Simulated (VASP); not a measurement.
Crystal: Sn.

```
Sn
1.0
    -1.91373    1.91373    1.91373
     1.91373   -1.91373    1.91373
     1.91373    1.91373   -1.91373
Sn
1
Direct
  0.00000 0.00000 0.00000
```

This isn't the form of Sn at room conditions, which is tetragonal (white tin).

| Quantity | Value |
| --- | --- |
| Program | VASP 6.6.1 |
| Task | relaxation of cell and atoms |
| Functional | BLYP |
| Potentials or basis | VASP PAW PBE potentials, release 64 (Sn_d) |
| Cutoff | 600 eV |
| k mesh | 12 × 12 × 12 |
| Occupations | fermi-dirac, width 0.1 eV |
| Spin | no spin polarisation |

At the start: pressure 3.7 GPa; volume 28.03 Å³/atom.

Task: How do energy, volume and symmetry change on relaxing?

Result: Over 3 steps the energy falls by 27.6 meV/atom and the volume is 30.60 Å³/atom (+9.2 %); space group Im-3m (No. 229, to 0.1 Å) before and after.

Step by step:
```csv
step,energy change (eV),largest force (eV/Å),pressure (GPa),volume (Å³)
1,0.0000,0.0000,3.72,28.03
2,-0.0276,0.0000,-0.17,30.76
3,-0.0276,0.0000,-0.01,30.60
```

Final structure:
```
Sn
1.0
    -1.97046    1.97046    1.97046
     1.97046   -1.97046    1.97046
     1.97046    1.97046   -1.97046
Sn
1
Cartesian
  0.0000 0.0000 0.0000
```

Caveat: the PAW data sets were made with another functional, which shifts forces and pressure a little.
